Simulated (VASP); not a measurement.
# Si3S2 (R-3m) in VASP: a series of runs

The runs below take Si3S2 through single point, relaxation of cell and atoms, with PBE.

Program: VASP 6.6.1. These are calculated values, not measurements. Logs are shortened: lines on timing, memory, paths and dates and some standing lists are left out, and cuts for length are marked.

## 1. The cell of the first run

The structure is trigonal, space group R-3m (No. 166). The conventional cell has a = 3.555 Å, b = 3.555 Å, c = 24.573 Å, α = 90.00°, β = 90.00°, γ = 120.00°. Si (site symmetry -3m) has 6 S at 2.64 Å and 12 Si at 3.56 to 3.63 Å within 3.7 Å. Si (site symmetry 3m) has 3 S at 2.45 Å and 3 Si at 3.02 Å within 3.2 Å. S (site symmetry 3m) has 6 Si at 2.45 to 2.64 Å within 3.2 Å.

The cell was built from a structure type or drawn by symmetry, and may not be a known phase.

## 2. Single point, PBE

The input, INCAR:

```
PREC = Accurate
ENCUT = 520
EDIFF = 1E-7
ISMEAR = 0
SIGMA = 0.1
LREAL = False
LASPH = True
NELM = 80
ALGO = Normal
ISIF = 2
LWAVE = False
LCHARG = False
GGA = PE
NBANDS = 20
```

The input, KPOINTS:

```
Automatic mesh
0
Gamma
  6 6 6
```

The input, POSCAR:

```
Si3S2
1.0
    1.7775595700      1.0262745000      8.1908751400
   -1.7775595700      1.0262745000      8.1908751400
    0.0000000000     -2.0525489900      8.1908751400
Si S
3 2
Direct
    0.0000000000      0.0000000000      0.0000000000
    0.2117000100      0.2117000100      0.2117000100
    0.7882999900      0.7882999900      0.7882999900
    0.4007999900      0.4007999900      0.4007999900
    0.5992000100      0.5992000100      0.5992000100
```

Potentials or basis: VASP PAW PBE potentials, release 64 (Si, S).

Command:

```
cat potpaw_PBE.64/Si/POTCAR potpaw_PBE.64/S/POTCAR > POTCAR
mpirun -np 1 vasp_std > vasp.out
```

OUTCAR:

```text
PREC = Accurate
   ENCUT = 520
   EDIFF = 1E-7
   ISMEAR = 0
   LREAL = False
   LASPH = True
   NELM = 80
   ISIF = 2
   GGA = PE

 ion  position               nearest neighbor table
   1  0.000  0.000  0.000-   5 2.64   5 2.64   4 2.64   4 2.64   5 2.64   4 2.64
   2  0.212  0.212  0.212-   5 2.45   5 2.45   5 2.45   3 3.02   3 3.02   3 3.02
   3  0.788  0.788  0.788-   4 2.45   4 2.45   4 2.45   2 3.02   2 3.02   2 3.02
   4  0.401  0.401  0.401-   3 2.45   3 2.45   3 2.45   1 2.64   1 2.64   1 2.64
   5  0.599  0.599  0.599-   2 2.45   2 2.45   2 2.45   1 2.64   1 2.64   1 2.64

  LATTYP: Found a trigonal (rhomboedric) cell.
 ALAT       =     8.4441336402
 COS(alpha) =     0.9113725758

  Lattice vectors:

 A1 = (   1.7775595700,   1.0262745000,   8.1908751400)
 A2 = (  -1.7775595700,   1.0262745000,   8.1908751400)
 A3 = (   0.0000000000,  -2.0525489900,   8.1908751400)

Analysis of symmetry for initial positions (statically):
=====================================================================
 Subroutine PRICEL returns:
 Original cell was already a primitive cell.

 Routine SETGRP: Setting up the symmetry group for a
 trigonal (rhombohedral) supercell.

 Subroutine GETGRP returns: Found 12 space group operations
 (whereof 12 operations were pure point group operations)
 out of a pool of 12 trial point group operations.

The static configuration has the point symmetry D_3d.

Analysis of symmetry for dynamics (positions and initial velocities):
=====================================================================
 Subroutine PRICEL returns:
 Original cell was already a primitive cell.

 Routine SETGRP: Setting up the symmetry group for a
 trigonal (rhombohedral) supercell.

 Subroutine GETGRP returns: Found 12 space group operations
 (whereof 12 operations were pure point group operations)
 out of a pool of 12 trial point group operations.

The dynamic configuration has the point symmetry D_3d.

 Subroutine INISYM returns: Found 12 space group operations
 (whereof 12 operations are pure point group operations),
 and found     1 'primitive' translations

----------------------------------------------------------------------------------------

                                     Primitive cell

  volume of cell :      89.6539

  direct lattice vectors                    reciprocal lattice vectors
     1.777559570  1.026274500  8.190875140     0.281284525  0.162399696  0.040695692
    -1.777559570  1.026274500  8.190875140    -0.281284525  0.162399696  0.040695692
     0.000000000 -2.052548990  8.190875140     0.000000000 -0.324799393  0.040695692

  length of vectors
     8.444133640  8.444133640  8.444133639     0.327338945  0.327338945  0.327338945

  position of ions in fractional coordinates (direct lattice)
     0.000000000  0.000000000  0.000000000
     0.211700010  0.211700010  0.211700010
     0.788299990  0.788299990  0.788299990
     0.400799990  0.400799990  0.400799990
     0.599200010  0.599200010  0.599200010

  ion indices of the primitive-cell ions
   primitive index   ion index
                 1           1
                 2           2
                 3           3
                 4           4
                 5           5

----------------------------------------------------------------------------------------

 KPOINTS: Automatic mesh

Automatic generation of k-mesh.
 Grid dimensions read from file:
 generate k-points for:    6    6    6

 Generating k-lattice:

  Cartesian coordinates                     Fractional coordinates (reciprocal lattice)
     0.046880754  0.027066616  0.006782615     0.166666667  0.000000000  0.000000000
    -0.046880754  0.027066616  0.006782615     0.000000000  0.166666667  0.000000000
     0.000000000 -0.054133232  0.006782615    -0.000000000 -0.000000000  0.166666667

  Length of vectors
     0.054556491  0.054556491  0.054556491

  Shift w.r.t. Gamma in fractional coordinates (k-lattice)
     0.000000000  0.000000000  0.000000000

 Subroutine IBZKPT returns following result:
 ===========================================

 Found     32 irreducible k-points:

 Following reciprocal coordinates:
            Coordinates               Weight
  0.000000  0.000000  0.000000      1.000000
  0.166667  0.000000  0.000000      6.000000
  0.333333  0.000000  0.000000      6.000000
  0.500000  0.000000  0.000000      3.000000
  0.166667  0.166667  0.000000      6.000000
  0.333333  0.166667  0.000000     12.000000
[... 16 lines left out ...]
  0.500000  0.500000  0.166667      6.000000
 -0.333333  0.500000  0.166667     12.000000
 [... further k-points ...]
   k-points           NKPTS =     32   k-points in BZ     NKDIM =     32   number of bands    NBANDS=     20
   number of dos      NEDOS =    301   number of ions     NIONS =      5
   total plane-waves  NPLWV = 262144
   dimension x,y,z NGX =    64 NGY =   64 NGZ =   64
   dimension x,y,z NGXF=   128 NGYF=  128 NGZF=  128
   ions per type =               3   2
   NGX,Y,Z   is equivalent  to a cutoff of  12.60, 12.60, 12.60 a.u.
   NGXF,Y,Z  is equivalent  to a cutoff of  25.20, 25.20, 25.20 a.u.
 SYSTEM =  unknown system
   PREC   = accura    normal or accurate (medium, high low for compatibility)
   ISTART =      0    job   : 0-new  1-cont  2-samecut
   ICHARG =      2    charge: 1-file 2-atom 10-const
   ISPIN  =      1    spin polarized calculation?
   LNONCOLLINEAR =      F non collinear calculations
   LSORBIT =      F    spin-orbit coupling
   LASPH  =      T    aspherical Exc in radial PAW
   ENCUT  =  520.0 eV  38.22 Ry    6.18 a.u.  15.70 15.70 15.70*2*pi/ulx,y,z
   NELM   =     80;   NELMIN=  2; NELMDL= -5     # of ELM steps
   EDIFF  = 0.1E-06   stopping-criterion for ELM
   LREAL  =      F    real-space projection
   EDIFFG = 0.1E-05   stopping-criterion for IOM
   NSW    =      0    number of steps for IOM
   IBRION =     -1    ionic relax: 0-MD 1-quasi-New 2-CG
   NFREE  =      0    steps in history (QN), initial steepest desc. (CG)
   ISIF   =      2    stress and relaxation
   ISYM   =      2    0-nonsym 1-usesym 2-fastsym
   POTIM  = 0.5000    time-step for ionic-motion
   TEBEG  =    0.0;   TEEND  =   0.0 temperature during run
   PSTRESS=    0.0 pullay stress
   NELECT =      24.0000    total number of electrons
   NUPDOWN=      -1.0000    fix difference up-down
   EMIN   =  10.00;   EMAX   =-10.00  energy-range for DOS
   EFERMI =   0.00;   METHOD = LEGACY
   ISMEAR =     0;   SIGMA  =   0.10  broadening in eV -4-tet -1-fermi 0-gaus
   EFERMI_NEDOS =   21; number of points for ismear=-14 and -15
   IALGO  =     38    algorithm
   IMIX   =      4    mixing-type and parameters
     AMIX     =   0.40;   BMIX     =  1.00
     AMIX_MAG =   1.60;   BMIX_MAG =  1.00
  volume/ion in A,a.u.               =      17.93       121.00
  Fermi-wavevector in a.u.,A,eV,Ry     =   1.055088  1.993828 15.146161  1.113211
  Thomas-Fermi vector in A             =   2.190273
   LORBIT       =      0    0 simple, 1 ext, 2 COOP (PROOUT), +10 PAW based schemes
   GGA     = PE    functional components
   LHFCALC =     F    Hartree Fock is set to
   AEXX    =    0.0000 exact exchange contribution
   IVDW    =     0    specifies the selected vdW correction
   LEPSILON=     F    determine dielectric tensor
   LRPA    =     F    only Hartree local field effects (RPA)
 non-spin polarized calculation
 Gauss-broadening in eV      SIGMA  =   0.10
  energy-cutoff  :      520.00
  volume of cell :       89.65
 maximum number of plane-waves:      2461
   NGX = 31   NGY = 31   NGZ = 31

 number of electron      23.9999999 magnetization

 Free energy of the ion-electron system (eV)
  ---------------------------------------------------
  ext. energy  EPLUGINS =         0.00000000
  ---------------------------------------------------
  free energy    TOTEN  =       -22.59195217 eV

  energy without entropy =      -22.57701994  energy(sigma->0) =      -22.58448606

 E-fermi :   7.8879     XC(G=0): -10.2493

 val. band max:        7.8819897351   @ k =  -0.3333   0.3333   0.1667
 cond. band min:       7.9028591935   @ k =  -0.3333   0.5000   0.1667
 fundamental gap:      0.0208694584
 Fermi energy:         7.8879217851

 k-point     1 :       0.0000    0.0000    0.0000
  band No.  band energies     occupation
      1      -8.6327      2.00000
      2      -7.9855      2.00000
      3      -2.9119      2.00000
      4       0.7271      2.00000
      5       1.1174      2.00000
      6       4.1671      2.00000
[... 12 lines left out ...]
     19      12.5116      0.00000
     20      12.5116      0.00000

 k-point     2 :       0.1667    0.0000    0.0000
  band No.  band energies     occupation
      1      -8.3290      2.00000
      2      -7.7282      2.00000
      3      -2.5101      2.00000
      4       0.3783      2.00000
      5       1.0819      2.00000
      6       2.5427      2.00000
[... 12 lines left out ...]
     19      11.4116      0.00000
     20      11.5893      0.00000

 k-point     3 :       0.3333    0.0000    0.0000
  band No.  band energies     occupation
      1      -7.5395      2.00000
      2      -7.1066      2.00000
      3      -1.3516      2.00000
      4      -1.2734      2.00000
      5      -0.2008      2.00000
      6       2.2014      2.00000
[... 12 lines left out ...]
     19      12.7115      0.00000
     20      12.8979      0.00000

 k-point     4 :       0.5000    0.0000    0.0000
  band No.  band energies     occupation
      1      -6.9230      2.00000
      2      -6.7498      2.00000
      3      -2.3216      2.00000
      4      -1.2100      2.00000
      5       0.5954      2.00000
      6       0.6654      2.00000
[... 12 lines left out ...]
     19      12.4647      0.00000
     20      13.1449      0.00000

 k-point     5 :       0.1667    0.1667    0.0000
  band No.  band energies     occupation
      1      -8.3232      2.00000
      2      -7.7372      2.00000
      3      -2.4750      2.00000
      4       0.3177      2.00000
      5       1.0074      2.00000
      6       2.5419      2.00000
[... 12 lines left out ...]
     19      11.8720      0.00000
     20      12.0452      0.00000

 k-point     6 :       0.3333    0.1667    0.0000
  band No.  band energies     occupation
      1      -7.7661      2.00000
      2      -7.2932      2.00000
      3      -1.6892      2.00000
      4      -0.4648      2.00000
      5       0.1311      2.00000
      6       1.9012      2.00000
[... 12 lines left out ...]
     19      11.4005      0.00000
     20      13.2429      0.00000

 k-point     7 :       0.5000    0.1667    0.0000
  band No.  band energies     occupation
      1      -6.9785      2.00000
      2      -6.7459      2.00000
      3      -1.8106      2.00000
      4      -0.8877      2.00000
      5      -0.3045      2.00000
      6       1.1415      2.00000
[... 12 lines left out ...]
     19      12.8665      0.00000
     20      12.9595      0.00000
[... 277 lines left out ...]
 k-point    20 :       0.5000    0.3333    0.1667
  band No.  band energies     occupation
      1      -7.7318      2.00000
      2      -7.3398      2.00000
      3      -1.4429      2.00000
      4      -0.7374      2.00000
      5       0.2356      2.00000
      6       1.5653      2.00000
[... 12 lines left out ...]
     19      11.5519      0.00000
     20      12.8218      0.00000

 k-point    21 :      -0.3333    0.3333    0.1667
  band No.  band energies     occupation
      1      -6.9565      2.00000
      2      -6.7707      2.00000
      3      -1.7990      2.00000
      4      -1.0377      2.00000
      5      -0.0736      2.00000
      6       1.2783      2.00000
[... 12 lines left out ...]
     19      12.9511      0.00000
     20      13.1666      0.00000

 k-point    22 :      -0.1667    0.3333    0.1667
  band No.  band energies     occupation
      1      -6.9866      2.00000
      2      -6.7367      2.00000
      3      -1.6488      2.00000
      4      -1.2377      2.00000
      5      -0.0796      2.00000
      6       0.8302      2.00000
[... 12 lines left out ...]
     19      13.0952      0.00000
     20      13.5262      0.00000

 k-point    23 :       0.5000    0.5000    0.1667
  band No.  band energies     occupation
      1      -7.4921      2.00000
      2      -7.1677      2.00000
      3      -1.5766      2.00000
      4      -0.7066      2.00000
      5      -0.1574      2.00000
      6       1.0408      2.00000
[... 12 lines left out ...]
     19      12.4876      0.00000
     20      12.5879      0.00000

 k-point    24 :      -0.3333    0.5000    0.1667
  band No.  band energies     occupation
      1      -6.9490      2.00000
      2      -6.7791      2.00000
      3      -1.7128      2.00000
      4      -1.2359      2.00000
      5       0.1076      2.00000
      6       1.1757      2.00000
[... 12 lines left out ...]
     19      13.3140      0.00000
     20      13.5706      0.00000

 [... further k-points ...]

------------------------ aborting loop because EDIFF is reached ----------------------------------------

  FORCE on cell =-STRESS in cart. coord.  units (eV):
  Direction    XX          YY          ZZ          XY          YZ          ZX
  --------------------------------------------------------------------------------------
  -------------------------------------------------------------------------------------
  Total       -1.1955544     -1.1955544      1.0115159      0.0000000      0.0000000      0.0000000
  in kB      -21.3653823    -21.3653823     18.0764871      0.0000000      0.0000000      0.0000000
  external PRESSURE =      -8.2180925 kB  Pullay stress =       0.0000000 kB

 VOLUME and BASIS-vectors are now :
 -----------------------------------------------------------------------------
  energy-cutoff  :      520.00
  volume of cell :       89.65
      direct lattice vectors                 reciprocal lattice vectors
     1.777559570  1.026274500  8.190875140     0.281284525  0.162399696  0.040695692
    -1.777559570  1.026274500  8.190875140    -0.281284525  0.162399696  0.040695692
     0.000000000 -2.052548990  8.190875140     0.000000000 -0.324799393  0.040695692

 POSITION                                       TOTAL-FORCE (eV/Angst)
 -----------------------------------------------------------------------------------
      0.00000      0.00000      0.00000         0.000000     -0.000000     -0.000000
      0.00000      0.00000      5.20203         0.000000     -0.000000     -2.017290
      0.00000      0.00000     19.37060         0.000000      0.000000      2.017290
      0.00000      0.00000      9.84871         0.000000     -0.000000     -0.692727
      0.00000      0.00000     14.72392         0.000000      0.000000      0.692727
 -----------------------------------------------------------------------------------
    total drift:                               -0.000000     -0.000000     -0.000000

  FREE ENERGIE OF THE ION-ELECTRON SYSTEM (eV)
  ---------------------------------------------------
  free  energy   TOTEN  =       -22.5919521732 eV

  energy  without entropy=      -22.5770199440  energy(sigma->0) =      -22.58448606
```

Wall time 3.3 min (1 thread of Intel Xeon Platinum 8488C (Sapphire Rapids), shared host); peak memory 0.51 GiB.

Results:

| Property | Result |
| --- | --- |
| Free energy | -22.5920 eV |
| Pressure | -0.8 GPa |
| Largest force | 2.017 eV/Å |
| Band gap on the k mesh | zero (bands 12 and 13 overlap by 1.71 eV) |

Forces on the atoms (eV/Å):
```
Si   0.000  0.000  0.000
Si   0.000  0.000 -2.017
Si   0.000  0.000  2.017
S    0.000  0.000 -0.693
S    0.000  0.000  0.693
```

Stress tensor (GPa, compression positive):
```
-2.14  0.00  0.00
 0.00 -2.14  0.00
 0.00  0.00  1.81
```

Levels at points of the mesh, in eV from the Fermi level:
| k point | band 10 | band 11 | band 12 | band 13 | band 14 | band 15 |
| --- | --- | --- | --- | --- | --- | --- |
| (0.00, 0.00, 0.00) | -1.08 | -1.01 | 1.00 | 1.00 | 1.45 | 1.55 |
| (0.50, 0.00, 0.00) | -3.41 | -2.98 | -2.06 | 0.93 | 0.93 | 0.95 |
| (0.50, 0.50, 0.00) | -4.71 | -1.63 | -1.22 | 0.04 | 0.60 | 0.70 |
| (0.50, 0.50, 0.50) | -3.65 | -0.24 | 0.72 | 0.72 | 1.37 | 2.33 |

Caveat: forces of over 1 eV/Å act on the atoms, so gaps and moduli don't describe the material at rest.

## 3. Single point, PBE

This run uses another cell than the first one, of 18.42 Å³/atom.

INCAR, as its differences from that of step 2:

```diff
@@ -2,3 +2,3 @@
 ENCUT = 520
-EDIFF = 1E-7
+EDIFF = 1E-6
 ISMEAR = 0
@@ -7,3 +7,3 @@
 LASPH = True
-NELM = 80
+NELM = 60
 ALGO = Normal
```

The input, KPOINTS:

```
regular mesh
0
Gamma
  6 6 6
```

The input, POSCAR:

```
Si3S2
1.0
    1.7232457257      0.9949163854      8.9522866850
   -1.7232457257      0.9949163854      8.9522866850
    0.0000000000     -1.9898327654      8.9522866856
Si S
3 2
Direct
    0.0000000000      0.0000000000      0.0000000000
    0.1880928685      0.1880928685      0.1880928685
    0.8119071315      0.8119071315      0.8119071315
    0.3820303345      0.3820303345      0.3820303345
    0.6179696655      0.6179696655      0.6179696655
```

Potentials or basis: VASP PAW PBE potentials, release 64 (Si, S).

Command:

```
cat potpaw_PBE.64/Si/POTCAR potpaw_PBE.64/S/POTCAR > POTCAR
mpirun -np 1 vasp_std > vasp.out
```

Run time: 3.4 min. Hardware: 1 thread of Intel Xeon Platinum 8488C (Sapphire Rapids), shared host; peak memory 0.62 GiB.

Results (log left out):

| Quantity | Value |
| --- | --- |
| Free energy | -24.1924 eV |
| Pressure | 0.0 GPa |
| Largest force | 0.040 eV/Å |
| Band gap on the k mesh | zero (bands 12 and 13 overlap by 2.07 eV) |

Forces in eV/Å, atoms in the order of the input:
```
Si   0.000  0.000  0.000
Si   0.000  0.000 -0.040
Si   0.000  0.000  0.040
S    0.000  0.000 -0.020
S    0.000  0.000  0.020
```

Stress tensor (GPa, compression positive):
```
-0.07  0.00  0.00
 0.00 -0.07  0.00
 0.00  0.00  0.15
```

Levels at points of the mesh, in eV from the Fermi level:
```tsv
k point	band 8	band 9	band 10	band 11	band 12	band 13	band 14	band 15	band 16	band 17
(0.00, 0.00, 0.00)	-2.24	-2.24	-0.74	0.61	1.30	1.30	2.29	2.93	3.13	3.13
(0.50, 0.00, 0.00)	-3.94	-3.01	-2.31	-1.60	-0.95	-0.78	0.92	2.76	3.29	4.07
(0.50, 0.50, 0.00)	-4.25	-2.81	-2.26	-2.12	-0.87	0.19	0.54	2.61	3.01	4.10
(0.50, 0.50, 0.50)	-2.26	-2.24	-2.24	1.28	1.28	1.63	2.14	3.11	3.23	3.23
```

[end of part 1 of 2]
